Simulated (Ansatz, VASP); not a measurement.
# Two plane-wave programs on Rh

The input INCAR:

```
  AGGAC = 1.0
  AGGAX = 1.0
  ALDAC = 0.0
  ALDAX = 1.0
  ALGO = Normal
  EDIFF = 1E-7
  ENCUT = 520
  GGA = B5
  ISIF = 2
  ISMEAR = -1
  ISPIN = 2
  LASPH = True
  LCHARG = False
  LMAXMIX = 4
  LORBIT = 11
  LREAL = False
  LWAVE = False
  MAGMOM = 1
  NBANDS = 18
  NELM = 150
  PREC = Accurate
  SIGMA = 0.05
```

Contents of KPOINTS:

```
k-points
0
Gamma
  23 23 23
```

POSCAR

```
Rh
1.0
    0.0000000000      2.0247815896      2.0247815896
    2.0247815896      0.0000000000      2.0247815896
    2.0247815896      2.0247815896      0.0000000000
Rh
1
Direct
    0.0000000000      0.0000000000      0.0000000000
```

Input for Ansatz:

```yaml
crystal:
  lattice:
    - [0.0, 2.0247815896, 2.0247815896]
    - [2.0247815896, 0.0, 2.0247815896]
    - [2.0247815896, 2.0247815896, 0.0]
  atoms:
    - { symbol: Rh, position: [0.0, 0.0, 0.0], spin: 1.0 }
hamiltonian:
  xc: blyp
  pseudopotentials:
    kind: paw
    azcp:
      Rh: "pseudopotentials/Rh.paw.azcp"
basis:
  ecutwfc: 420
  fft_grid_basis: typed
kpoints:
  mp_grid: { grid: [23, 23, 23], shift: [0, 0, 0] }
magnetization:
  spin_polarized: true
scf:
  occupations: { method: fermi_dirac, width: 0.05 }
output:
  stress: true
```

Alike in both runs: task single point; functional BLYP; k mesh 23 × 23 × 23; occupations fermi-dirac, width 0.05 eV; collinear spin.

|  | VASP | Ansatz |
| --- | --- | --- |
| version | VASP 6.6.1 | Ansatz 0.2.0 |
| potentials or method | VASP PAW PBE potentials, release 64 (Rh_pv), cutoff 520 eV | plane waves (420 eV) with PAW, scalar-relativistic |
| valence electrons in the cell | 15 | 17 |

|  | VASP | Ansatz | Ansatz less VASP |
| --- | --- | --- | --- |
| pressure (GPa) | -17.6 | -18.0 | -0.37 |
| net moment per atom (μB) | 0.00 | 0.00 | 0.000 |

VASP's potentials were made for PBE, not for BLYP. VASP's potentials hold 15 valence electrons a cell and Ansatz's 17, so a difference there can come from the potentials and not from the codes. Ansatz's warnings: seeded moment not kept.
